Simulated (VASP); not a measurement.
# CsH (I4mm) in VASP: a series of runs

Runs on CsH. Level: LDA. Tasks: single point.

All numbers are computed with VASP 6.6.1; they aren't measurements. Logs are shortened: lines on timing, memory, paths and dates and some standing lists are left out, and cuts for length are marked.

### 1 The cell of the first run

Symmetry: I4mm, No. 107, tetragonal system. Conventional cell: a = 4.509 Å, b = 4.509 Å, c = 6.376 Å, α = 90.00°, β = 90.00°, γ = 90.00°. Cs (site symmetry 4mm) has 6 H at 3.09 to 3.29 Å within 4.1 Å. Within 4.1 Å of H (site symmetry 4mm) lie 6 Cs at 3.09 to 3.29 Å.

### 2 Single point, LDA (all Cs atoms moved -0.100 Å, as atom 1 along Cartesian [0 0 1])

INCAR reads:

```
SYSTEM = CsH
PREC = Accurate ; ENCUT = 520
EDIFF = 1E-6 ; ISMEAR = 0
SIGMA = 0.05 ; LREAL = .FALSE.
LASPH = .TRUE. ; NELM = 80
ALGO = Normal ; ISIF = 2
LWAVE = .FALSE. ; LCHARG = .FALSE.
NBANDS = 12
```

KPOINTS reads:

```
Automatic mesh
0
G
  8 8 8
  0 0 0
```

POSCAR reads:

```
CsH
1.0
    0.0000000000      3.1880000000      3.1880000000
    3.1880000000      0.0000000000      3.1880000000
    3.1880000000      3.1880000000      0.0000000000
Cs H
1 1
Direct
   -0.0156838143     -0.0156838143      0.0156838143
    0.5000000000      0.5000000000      0.5000000000
```

Potentials or basis: VASP PAW LDA potentials, release 64 (Cs_sv, H).

Started as:

```bash
$ cat potpaw_LDA.64/Cs_sv/POTCAR potpaw_LDA.64/H/POTCAR > POTCAR
$ mpirun -np 1 vasp_std > vasp.out
```

OUTCAR:

```text
SYSTEM = CsH
   PREC = Accurate
   ENCUT = 520
   EDIFF = 1E-6
   ISMEAR = 0
   LREAL = .FALSE.
   LASPH = .TRUE.
   NELM = 80
   ISIF = 2

 ion  position               nearest neighbor table
   1  0.984  0.984  0.016-
   2  0.500  0.500  0.500-

  LATTYP: Found a face centered cubic cell.
 ALAT       =     6.3760000000

  Lattice vectors:

 A1 = (   0.0000000000,   3.1880000000,   3.1880000000)
 A2 = (   3.1880000000,   0.0000000000,   3.1880000000)
 A3 = (   3.1880000000,   3.1880000000,   0.0000000000)

Analysis of symmetry for initial positions (statically):
=====================================================================
 Subroutine PRICEL returns:
 Original cell was already a primitive cell.

 Routine SETGRP: Setting up the symmetry group for a
 face centered cubic supercell.

 Subroutine GETGRP returns: Found  8 space group operations
 (whereof  8 operations were pure point group operations)
 out of a pool of 48 trial point group operations.

The static configuration has the point symmetry C_4v.

Analysis of symmetry for dynamics (positions and initial velocities):
=====================================================================
 Subroutine PRICEL returns:
 Original cell was already a primitive cell.

 Routine SETGRP: Setting up the symmetry group for a
 face centered cubic supercell.

 Subroutine GETGRP returns: Found  8 space group operations
 (whereof  8 operations were pure point group operations)
 out of a pool of 48 trial point group operations.

The dynamic configuration has the point symmetry C_4v.

 Subroutine INISYM returns: Found  8 space group operations
 (whereof  8 operations are pure point group operations),
 and found     1 'primitive' translations

----------------------------------------------------------------------------------------

                                     Primitive cell

  volume of cell :      64.8015

  direct lattice vectors                    reciprocal lattice vectors
     0.000000000  3.188000000  3.188000000    -0.156838143  0.156838143  0.156838143
     3.188000000  0.000000000  3.188000000     0.156838143 -0.156838143  0.156838143
     3.188000000  3.188000000  0.000000000     0.156838143  0.156838143 -0.156838143

  length of vectors
     4.508512837  4.508512837  4.508512837     0.271651632  0.271651632  0.271651632

  position of ions in fractional coordinates (direct lattice)
     0.984316186  0.984316186  0.015683814
     0.500000000  0.500000000  0.500000000

  ion indices of the primitive-cell ions
   primitive index   ion index
                 1           1
                 2           2

----------------------------------------------------------------------------------------
[... 86 lines left out ...]
   EFERMI_NEDOS =   21; number of points for ismear=-14 and -15
   IALGO  =     38    algorithm
   IMIX   =      4    mixing-type and parameters
     AMIX     =   0.40;   BMIX     =  1.00
     AMIX_MAG =   1.60;   BMIX_MAG =  1.00
  volume/ion in A,a.u.               =      32.40       218.65
  Fermi-wavevector in a.u.,A,eV,Ry     =   0.878105  1.659378 10.491026  0.771069
  Thomas-Fermi vector in A             =   1.998146
   LORBIT       =      0    0 simple, 1 ext, 2 COOP (PROOUT), +10 PAW based schemes
   GGA     = CA    functional components
   LHFCALC =     F    Hartree Fock is set to
   AEXX    =    0.0000 exact exchange contribution
   IVDW    =     0    specifies the selected vdW correction
   LEPSILON=     F    determine dielectric tensor
   LRPA    =     F    only Hartree local field effects (RPA)
 non-spin polarized calculation
 Gauss-broadening in eV      SIGMA  =   0.05
  energy-cutoff  :      520.00
  volume of cell :       64.80
 maximum number of plane-waves:      1807
 NGX is ok and might be reduce to    36
   NGX = 17   NGY = 17   NGZ = 17

 number of electron      10.0000000 magnetization

 Free energy of the ion-electron system (eV)
  ---------------------------------------------------
  ext. energy  EPLUGINS =         0.00000000
  ---------------------------------------------------
  free energy    TOTEN  =        -4.88943867 eV

  energy without entropy =       -4.88943867  energy(sigma->0) =       -4.88943867

 E-fermi :   0.2803     XC(G=0):  -7.5290

 val. band max:        0.0285653087   @ k =   0.5000   0.0000   0.0000
 cond. band min:       1.9746068849   @ k =   0.5000   0.0000   0.0000
 fundamental gap:      1.9460415762
 Fermi energy:         0.2803439696

 k-point     1 :       0.0000    0.0000    0.0000
  band No.  band energies     occupation
      1     -21.4147      2.00000
      2      -7.8626      2.00000
      3      -7.8626      2.00000
      4      -7.8623      2.00000
      5      -1.8371      2.00000
      6       5.0125      0.00000
      7       5.0125      0.00000
      8       5.0147      0.00000
      9       5.6810      0.00000
     10       6.8225      0.00000
     11       6.8265      0.00000
     12       8.5433      0.00000
[... 331 lines left out ...]
 k-point    24 :       0.5000    0.2500    0.0000
  band No.  band energies     occupation
      1     -21.3218      2.00000
      2      -8.5650      2.00000
      3      -8.1868      2.00000
      4      -8.0547      2.00000
      5      -0.6221      2.00000
      6       3.0451      0.00000
      7       4.2382      0.00000
      8       5.6271      0.00000
      9       6.5999      0.00000
     10       8.3999      0.00000
     11       8.6531      0.00000
     12       9.2270      0.00000

 [... further k-points ...]

------------------------ aborting loop because EDIFF is reached ----------------------------------------

  FORCE on cell =-STRESS in cart. coord.  units (eV):
  Direction    XX          YY          ZZ          XY          YZ          ZX
  --------------------------------------------------------------------------------------
  -------------------------------------------------------------------------------------
  Total       -0.5039483     -0.5039483     -0.4641946      0.0000000     -0.0000000      0.0000000
  in kB      -12.4598171    -12.4598171    -11.4769291      0.0000000     -0.0000000      0.0000000
  external PRESSURE =     -12.1321878 kB  Pullay stress =       0.0000000 kB

 VOLUME and BASIS-vectors are now :
 -----------------------------------------------------------------------------
  energy-cutoff  :      520.00
  volume of cell :       64.80
      direct lattice vectors                 reciprocal lattice vectors
     0.000000000  3.188000000  3.188000000    -0.156838143  0.156838143  0.156838143
     3.188000000  0.000000000  3.188000000     0.156838143 -0.156838143  0.156838143
     3.188000000  3.188000000  0.000000000     0.156838143  0.156838143 -0.156838143

 POSITION                                       TOTAL-FORCE (eV/Angst)
 -----------------------------------------------------------------------------------
      3.18800      3.18800      6.27600         0.000000      0.000000      0.047183
      3.18800      3.18800      3.18800         0.000000      0.000000     -0.047183
 -----------------------------------------------------------------------------------
    total drift:                                0.000000      0.000000     -0.000143

  FREE ENERGIE OF THE ION-ELECTRON SYSTEM (eV)
  ---------------------------------------------------
  free  energy   TOTEN  =        -4.8894386661 eV

  energy  without entropy=       -4.8894386661  energy(sigma->0) =       -4.88943867
```

It took 62 s on 1 thread of Intel Xeon 8259CL, shared host; peak memory 0.2 GiB.

What came out:

```
Free energy            : -4.8894 eV
Pressure               : -1.2 GPa
Largest force          : 0.047 eV/Å
Band gap on the k mesh : 1.95 eV
```

Forces in eV/Å, atoms in the order of the input:
```
Cs   0.000  0.000  0.047
H    0.000  0.000 -0.047
```

Stress tensor (GPa, compression positive):
```
-1.25  0.00  0.00
 0.00 -1.25  0.00
 0.00  0.00 -1.15
```

Levels at points of the mesh, in eV from the valence-band top:
| k point | band 3 | band 4 | band 5 | band 6 | band 7 | band 8 |
| --- | --- | --- | --- | --- | --- | --- |
| (0.00, 0.00, 0.00) | -7.89 | -7.89 | -1.87 | 4.98 | 4.98 | 4.99 |
| (0.50, 0.00, 0.00) | -7.99 | -7.99 | 0.00 | 1.95 | 4.55 | 4.55 |
| (0.50, 0.50, 0.00) | -8.17 | -8.17 | -1.21 | 2.86 | 5.30 | 7.88 |
| (0.00, 0.50, 0.50) | -8.17 | -8.17 | -1.22 | 2.86 | 5.31 | 7.66 |

Caveat: the cell differs from its parent crystal (all Cs atoms moved -0.100 Å, as atom 1 along Cartesian [0 0 1]); spin-orbit coupling is left out, which moves the levels of the heavy elements.

### 3 Single point, LDA (all Cs atoms moved +0.050 Å, as atom 1 along Cartesian [0 0 1])

INCAR reads:

```
PREC     = Accurate       # precision mode
ENCUT    = 520            # plane-wave cutoff, eV
EDIFF    = 1E-6           # SCF threshold, eV
ISMEAR   = 0              # smearing method
SIGMA    = 0.05           # smearing width, eV
LREAL    = F              # projectors in reciprocal space
LASPH    = T              # aspherical terms in the spheres
NELM     = 80             # most SCF steps
ALGO     = Normal         # electronic algorithm
ISIF     = 2              # what is computed and relaxed
LWAVE    = F              # write WAVECAR
LCHARG   = F              # write CHGCAR
NBANDS   = 12             # bands
```

KPOINTS reads:

```
regular mesh
0
Gamma
  8 8 8
```

Changes to POSCAR since step 2:

```diff
@@ -8,3 +8,3 @@
 Direct
-   -0.0156838143     -0.0156838143      0.0156838143
+    0.0078419072      0.0078419072     -0.0078419072
     0.5000000000      0.5000000000      0.5000000000
```

Potentials or basis: VASP PAW LDA potentials, release 64 (Cs_sv, H).

Started as:

```bash
$ cat potpaw_LDA.64/Cs_sv/POTCAR potpaw_LDA.64/H/POTCAR > POTCAR
$ mpirun -np 1 vasp_std > vasp.out
```

It took 60 s on 1 thread of Intel Xeon 8259CL, shared host; peak memory 0.2 GiB.

It converged, with:

| Property | Result |
| --- | --- |
| Free energy | -4.8912 eV |
| Pressure | -1.2 GPa |
| Largest force | 0.023 eV/Å |
| Band gap on the k mesh | 1.94 eV |

Forces on the atoms (eV/Å):
```
Cs   0.000  0.000 -0.023
H    0.000  0.000  0.023
```

Levels at points of the mesh, in eV from the valence-band top:
| k point | band 1 | band 2 | band 3 | band 4 | band 5 | band 6 | band 7 | band 8 | band 9 | band 10 |
| --- | --- | --- | --- | --- | --- | --- | --- | --- | --- | --- |
| (0.00, 0.00, 0.00) | -21.45 | -7.90 | -7.90 | -7.89 | -1.87 | 4.98 | 4.98 | 4.98 | 5.66 | 6.79 |
| (0.50, 0.00, 0.00) | -21.37 | -8.77 | -7.99 | -7.99 | 0.00 | 1.94 | 4.55 | 4.55 | 6.99 | 8.20 |
| (0.50, 0.50, 0.00) | -21.34 | -8.64 | -8.18 | -8.18 | -1.22 | 2.86 | 5.31 | 7.86 | 8.08 | 8.08 |
| (0.00, 0.50, 0.50) | -21.34 | -8.64 | -8.18 | -8.18 | -1.22 | 2.85 | 5.31 | 7.78 | 8.08 | 8.16 |

Caveat: the cell differs from its parent crystal (all Cs atoms moved +0.050 Å, as atom 1 along Cartesian [0 0 1]); spin-orbit coupling is left out, which moves the levels of the heavy elements.

[end of part 1 of 2]
